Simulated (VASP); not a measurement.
# NbN in VASP: single point with PBEsol

Aim: the single point of NbN with PBEsol.

Everything below comes from runs of VASP 6.6.1. Logs are shortened: lines on timing, memory, paths and dates and some standing lists are left out, and cuts for length are marked.

## 1. The cell of the first run

The cell holds a slab with vacuum, 8 atoms: a = 3.097 Å, b = 3.097 Å, c = 23.571 Å, α = 90.00°, β = 90.00°, γ = 90.00°.

## 2. Single point, PBEsol

Input file INCAR:

```
SYSTEM = NbN
PREC     = Accurate       ! precision mode
ENCUT    = 520            ! plane-wave cutoff, eV
EDIFF    = 1E-6           ! SCF threshold, eV
ISMEAR   = 0              ! smearing method
SIGMA    = 0.1            ! smearing width, eV
LREAL    = .False.        ! projectors in reciprocal space
LASPH    = .True.         ! aspherical terms in the spheres
NELM     = 60             ! most SCF steps
ALGO     = Normal         ! electronic algorithm
ISIF     = 2              ! what is computed and relaxed
LWAVE    = .False.        ! write WAVECAR
LCHARG   = .False.        ! write CHGCAR
LDIPOL   = .True.       
IDIPOL   = 3            
DIPOL    = 0.5 0.5 0.501
GGA      = PS             ! functional
NBANDS   = 46             ! bands
```

Input file KPOINTS:

```
Automatic mesh
0
Gamma
  9 9 1
  0 0 0
```

Input file POSCAR:

```
NbN
1.0
    3.0974787953      0.0000000000      0.0000000000
    0.0000000000      3.0974787953      0.0000000000
    0.0000000000      0.0000000000     23.5707447823
Nb N
4 4
Direct
    0.0000000000      0.0000000000      0.3606165218
    0.5000000000      0.5000000000      0.4535388406
    0.0000000000      0.0000000000      0.5498426901
    0.5000000000      0.5000000000      0.6346336696
    0.5000000000      0.5000000000      0.3606165218
    0.0000000000      0.0000000000      0.4535388406
    0.5000000000      0.5000000000      0.5473141184
    0.0000000000      0.0000000000      0.6468714661
```

Potentials or basis: VASP PAW PBE potentials, release 64 (Nb_sv, N).

Launch:

```console
$ cat potpaw_PBE.64/Nb_sv/POTCAR potpaw_PBE.64/N/POTCAR > POTCAR
$ mpirun -np 1 vasp_std > vasp.out
```

OUTCAR:

```text
SYSTEM = NbN
   PREC = Accurate
   ENCUT = 520
   EDIFF = 1E-6
   ISMEAR = 0
   LREAL = .False.
   LASPH = .True.
   NELM = 60
   ISIF = 2
   GGA = PS

 ion  position               nearest neighbor table
   1  0.000  0.000  0.361-   5 2.19   5 2.19   5 2.19   5 2.19   6 2.19
   2  0.500  0.500  0.454-   6 2.19   6 2.19   6 2.19   6 2.19   5 2.19   7 2.21
   3  0.000  0.000  0.550-   7 2.19   7 2.19   7 2.19   7 2.19   6 2.27   8 2.29   4 2.97   4 2.97
                             4 2.97   4 2.97
   4  0.500  0.500  0.635-   7 2.06   8 2.21   8 2.21   8 2.21   8 2.21   3 2.97   3 2.97   3 2.97
                             3 2.97
   5  0.500  0.500  0.361-   1 2.19   1 2.19   1 2.19   1 2.19   2 2.19
   6  0.000  0.000  0.454-   2 2.19   2 2.19   2 2.19   2 2.19   1 2.19   3 2.27
   7  0.500  0.500  0.547-   4 2.06   3 2.19   3 2.19   3 2.19   3 2.19   2 2.21
   8  0.000  0.000  0.647-   4 2.21   4 2.21   4 2.21   4 2.21   3 2.29

  LATTYP: Found a simple tetragonal cell.
 ALAT       =     3.0974787953
 C/A-ratio  =     7.6096549291

  Lattice vectors:

 A1 = (   3.0974787953,   0.0000000000,   0.0000000000)
 A2 = (   0.0000000000,   3.0974787953,   0.0000000000)
 A3 = (   0.0000000000,   0.0000000000,  23.5707447823)

Analysis of symmetry for initial positions (statically):
=====================================================================
 Subroutine PRICEL returns:
 Original cell was already a primitive cell.

 Routine SETGRP: Setting up the symmetry group for a
 simple tetragonal supercell.

 Subroutine GETGRP returns: Found  8 space group operations
 (whereof  8 operations were pure point group operations)
 out of a pool of 16 trial point group operations.

The static configuration has the point symmetry C_4v.

Analysis of symmetry for dynamics (positions and initial velocities):
=====================================================================
 Subroutine PRICEL returns:
 Original cell was already a primitive cell.

 Routine SETGRP: Setting up the symmetry group for a
 simple tetragonal supercell.

 Subroutine GETGRP returns: Found  8 space group operations
 (whereof  8 operations were pure point group operations)
 out of a pool of 16 trial point group operations.

The dynamic configuration has the point symmetry C_4v.

 Subroutine INISYM returns: Found  8 space group operations
 (whereof  8 operations are pure point group operations),
 and found     1 'primitive' translations

----------------------------------------------------------------------------------------

                                     Primitive cell

  volume of cell :     226.1466

  direct lattice vectors                    reciprocal lattice vectors
     3.097478795  0.000000000  0.000000000     0.322843211  0.000000000  0.000000000
     0.000000000  3.097478795  0.000000000     0.000000000  0.322843211  0.000000000
     0.000000000  0.000000000 23.570744782     0.000000000  0.000000000  0.042425473

  length of vectors
     3.097478795  3.097478795 23.570744782     0.322843211  0.322843211  0.042425473

  position of ions in fractional coordinates (direct lattice)
     0.000000000  0.000000000  0.360616522
     0.500000000  0.500000000  0.453538841
     0.000000000  0.000000000  0.549842690
     0.500000000  0.500000000  0.634633670
     0.500000000  0.500000000  0.360616522
     0.000000000  0.000000000  0.453538841
     0.500000000  0.500000000  0.547314118
     0.000000000  0.000000000  0.646871466

  ion indices of the primitive-cell ions
   primitive index   ion index
                 1           1
                 2           2
                 3           3
                 4           4
                 5           5
                 6           6
                 7           7
                 8           8

----------------------------------------------------------------------------------------

 KPOINTS: Automatic mesh

Automatic generation of k-mesh.
 Grid dimensions read from file:
 generate k-points for:    9    9    1

 Generating k-lattice:

  Cartesian coordinates                     Fractional coordinates (reciprocal lattice)
     0.035871468  0.000000000  0.000000000     0.111111111  0.000000000  0.000000000
     0.000000000  0.035871468  0.000000000     0.000000000  0.111111111  0.000000000
     0.000000000  0.000000000  0.042425473     0.000000000  0.000000000  1.000000000

  Length of vectors
     0.035871468  0.035871468  0.042425473

  Shift w.r.t. Gamma in fractional coordinates (k-lattice)
     0.000000000  0.000000000  0.000000000

 Subroutine IBZKPT returns following result:
 ===========================================

 Found     15 irreducible k-points:

 Following reciprocal coordinates:
            Coordinates               Weight
  0.000000  0.000000  0.000000      1.000000
  0.111111  0.000000  0.000000      4.000000
  0.222222  0.000000  0.000000      4.000000
  0.333333  0.000000  0.000000      4.000000
  0.444444  0.000000  0.000000      4.000000
  0.111111  0.111111  0.000000      4.000000
  0.222222  0.111111  0.000000      8.000000
  0.333333  0.111111  0.000000      8.000000
  0.444444  0.111111  0.000000      8.000000
  0.222222  0.222222  0.000000      4.000000
  0.333333  0.222222  0.000000      8.000000
  0.444444  0.222222  0.000000      8.000000
  0.333333  0.333333  0.000000      4.000000
  0.444444  0.333333  0.000000      8.000000
  0.444444  0.444444  0.000000      4.000000
   k-points           NKPTS =     15   k-points in BZ     NKDIM =     15   number of bands    NBANDS=     46
   number of dos      NEDOS =    301   number of ions     NIONS =      8
   total plane-waves  NPLWV = 103680
   dimension x,y,z NGX =    24 NGY =   24 NGZ =  180
   dimension x,y,z NGXF=    48 NGYF=   48 NGZF=  360
   ions per type =               4   4
   NGX,Y,Z   is equivalent  to a cutoff of  12.88, 12.88, 12.70 a.u.
   NGXF,Y,Z  is equivalent  to a cutoff of  25.76, 25.76, 25.39 a.u.
 SYSTEM =  NbN
   PREC   = accura    normal or accurate (medium, high low for compatibility)
   ISTART =      0    job   : 0-new  1-cont  2-samecut
   ICHARG =      2    charge: 1-file 2-atom 10-const
   ISPIN  =      1    spin polarized calculation?
   LNONCOLLINEAR =      F non collinear calculations
   LSORBIT =      F    spin-orbit coupling
   LASPH  =      T    aspherical Exc in radial PAW
   ENCUT  =  520.0 eV  38.22 Ry    6.18 a.u.   5.76  5.76 43.83*2*pi/ulx,y,z
   NELM   =     60;   NELMIN=  2; NELMDL= -5     # of ELM steps
   EDIFF  = 0.1E-05   stopping-criterion for ELM
   LREAL  =      F    real-space projection
   EDIFFG = 0.1E-04   stopping-criterion for IOM
   NSW    =      0    number of steps for IOM
   IBRION =     -1    ionic relax: 0-MD 1-quasi-New 2-CG
   NFREE  =      0    steps in history (QN), initial steepest desc. (CG)
   ISIF   =      2    stress and relaxation
   ISYM   =      2    0-nonsym 1-usesym 2-fastsym
   POTIM  = 0.5000    time-step for ionic-motion
   TEBEG  =    0.0;   TEEND  =   0.0 temperature during run
   PSTRESS=    0.0 pullay stress
   NELECT =      72.0000    total number of electrons
   NUPDOWN=      -1.0000    fix difference up-down
   EMIN   =  10.00;   EMAX   =-10.00  energy-range for DOS
   EFERMI =   0.00;   METHOD = LEGACY
   ISMEAR =     0;   SIGMA  =   0.10  broadening in eV -4-tet -1-fermi 0-gaus
   EFERMI_NEDOS =   21; number of points for ismear=-14 and -15
   IALGO  =     38    algorithm
   IMIX   =      4    mixing-type and parameters
     AMIX     =   0.40;   BMIX     =  1.00
     AMIX_MAG =   1.60;   BMIX_MAG =  1.00
  volume/ion in A,a.u.               =      28.27       190.76
  Fermi-wavevector in a.u.,A,eV,Ry     =   1.117864  2.112457 17.002114  1.249620
  Thomas-Fermi vector in A             =   2.254490
   LORBIT       =      0    0 simple, 1 ext, 2 COOP (PROOUT), +10 PAW based schemes
   GGA     = PS    functional components
   LHFCALC =     F    Hartree Fock is set to
   AEXX    =    0.0000 exact exchange contribution
   IVDW    =     0    specifies the selected vdW correction
   LEPSILON=     F    determine dielectric tensor
   LRPA    =     F    only Hartree local field effects (RPA)
 non-spin polarized calculation
 Gauss-broadening in eV      SIGMA  =   0.10
  energy-cutoff  :      520.00
  volume of cell :      226.15
 maximum number of plane-waves:      6110
 NGX is ok and might be reduce to    24
   NGX = 11   NGY = 11   NGZ = 87

 dipolmoment           0.000000      0.000000      0.002105 electrons x Angstroem

 number of electron      71.9999995 magnetization

 dipolmoment           0.000000      0.000000     -0.009608 electrons x Angstroem

 Free energy of the ion-electron system (eV)
  ---------------------------------------------------
  ext. energy  EPLUGINS =         0.00000000
  ---------------------------------------------------
  free energy    TOTEN  =       -85.80453879 eV

  energy without entropy =      -85.77902657  energy(sigma->0) =      -85.79178268

 E-fermi :   3.0474     XC(G=0):  -5.9178

 val. band max:        3.0088391312   @ k =   0.3333   0.0000   0.0000
 cond. band min:       3.0799141804   @ k =   0.2222   0.0000   0.0000
 fundamental gap:      0.0710750492
 Fermi energy:         3.0473750959

 k-point     1 :       0.0000    0.0000    0.0000
  band No.  band energies     occupation
      1     -53.1098      2.00000
      2     -53.0165      2.00000
      3     -52.9798      2.00000
      4     -52.8069      2.00000
      5     -29.5644      2.00000
      6     -29.3942      2.00000
[... 38 lines left out ...]
     45       4.3873      0.00000
     46       4.8279      0.00000

 k-point     2 :       0.1111    0.0000    0.0000
  band No.  band energies     occupation
      1     -53.1011      2.00000
      2     -53.0123      2.00000
      3     -52.9718      2.00000
      4     -52.8057      2.00000
      5     -29.5480      2.00000
      6     -29.4205      2.00000
[... 38 lines left out ...]
     45       5.2213      0.00000
     46       5.2396      0.00000

 k-point     3 :       0.2222    0.0000    0.0000
  band No.  band energies     occupation
      1     -53.0779      2.00000
      2     -53.0035      2.00000
      3     -52.9491      2.00000
      4     -52.8037      2.00000
      5     -29.5476      2.00000
      6     -29.4953      2.00000
[... 38 lines left out ...]
     45       5.4811      0.00000
     46       5.7498      0.00000

 k-point     4 :       0.3333    0.0000    0.0000
  band No.  band energies     occupation
      1     -53.0486      2.00000
      2     -52.9977      2.00000
      3     -52.9192      2.00000
      4     -52.8044      2.00000
      5     -29.6772      2.00000
      6     -29.6316      2.00000
[... 479 lines left out ...]
     45       5.6317      0.00000
     46       6.1058      0.00000

 k-point    14 :       0.4444    0.3333    0.0000
  band No.  band energies     occupation
      1     -52.9866      2.00000
      2     -52.9682      2.00000
      3     -52.8606      2.00000
      4     -52.7742      2.00000
      5     -29.6026      2.00000
      6     -29.5664      2.00000
[... 38 lines left out ...]
     45       5.8899      0.00000
     46       6.1278      0.00000

 k-point    15 :       0.4444    0.4444    0.0000
  band No.  band energies     occupation
      1     -52.9754      2.00000
      2     -52.9591      2.00000
      3     -52.8501      2.00000
      4     -52.7642      2.00000
      5     -29.6056      2.00000
      6     -29.6010      2.00000
[... 38 lines left out ...]
     45       6.1660      0.00000
     46       6.2393      0.00000

------------------------ aborting loop because EDIFF is reached ----------------------------------------

 vacuum level on the upper side and lower side of the slab       (xc-potential included)        -0.279        -0.118

  FORCE on cell =-STRESS in cart. coord.  units (eV):
  Direction    XX          YY          ZZ          XY          YZ          ZX
  --------------------------------------------------------------------------------------
  -------------------------------------------------------------------------------------
  Total       -8.0128599     -8.0128599     -2.6219713      0.0000000      0.0000000     -0.0000000
  in kB      -56.7685944    -56.7685944    -18.5758428      0.0000000      0.0000000     -0.0000000
  external PRESSURE =     -44.0376772 kB  Pullay stress =       0.0000000 kB

 VOLUME and BASIS-vectors are now :
 -----------------------------------------------------------------------------
  energy-cutoff  :      520.00
  volume of cell :      226.15
      direct lattice vectors                 reciprocal lattice vectors
     3.097478795  0.000000000  0.000000000     0.322843211  0.000000000  0.000000000
     0.000000000  3.097478795  0.000000000     0.000000000  0.322843211  0.000000000
     0.000000000  0.000000000 23.570744782     0.000000000  0.000000000  0.042425473

 POSITION                                       TOTAL-FORCE (eV/Angst)
 -----------------------------------------------------------------------------------
      0.00000      0.00000      8.50000        -0.000000     -0.000000      2.452257
      1.54874      1.54874     10.69025         0.000000     -0.000000     -0.811984
      0.00000      0.00000     12.96020         0.000000     -0.000000     -0.008628
      1.54874      1.54874     14.95879         0.000000      0.000000     -0.008200
      1.54874      1.54874      8.50000         0.000000      0.000000     -1.336502
      0.00000      0.00000     10.69025         0.000000     -0.000000     -0.288223
      1.54874      1.54874     12.90060         0.000000     -0.000000      0.011957
      0.00000      0.00000     15.24724         0.000000     -0.000000     -0.010677
 -----------------------------------------------------------------------------------
    total drift:                                0.000000     -0.000000      0.000183

  FREE ENERGIE OF THE ION-ELECTRON SYSTEM (eV)
  ---------------------------------------------------
  free  energy   TOTEN  =       -85.8045387937 eV

  energy  without entropy=      -85.7790265697  energy(sigma->0) =      -85.79178268

 vacuum level on the upper side and lower side of the slab         6.207         6.370
```

It took 10 min on 1 thread of AMD EPYC 7R43 (Zen 3), shared host; peak memory 0.32 GiB.

What came out:

```
Free energy            : -85.8045 eV
Largest force          : 2.452 eV/Å
Band gap on the k mesh : zero (band 36 reaches 4.11 eV, above the bottom of band 37 at 1.84 eV)
```

Forces in eV/Å, atoms in the order of the input:
```
Nb   0.000  0.000  2.452
Nb   0.000  0.000 -0.812
Nb   0.000  0.000 -0.009
Nb   0.000  0.000 -0.008
N    0.000  0.000 -1.337
N    0.000  0.000 -0.288
N    0.000  0.000  0.012
N    0.000  0.000 -0.011
```

Caveat: the PAW data sets were made with another functional, which shifts forces and pressure a little.
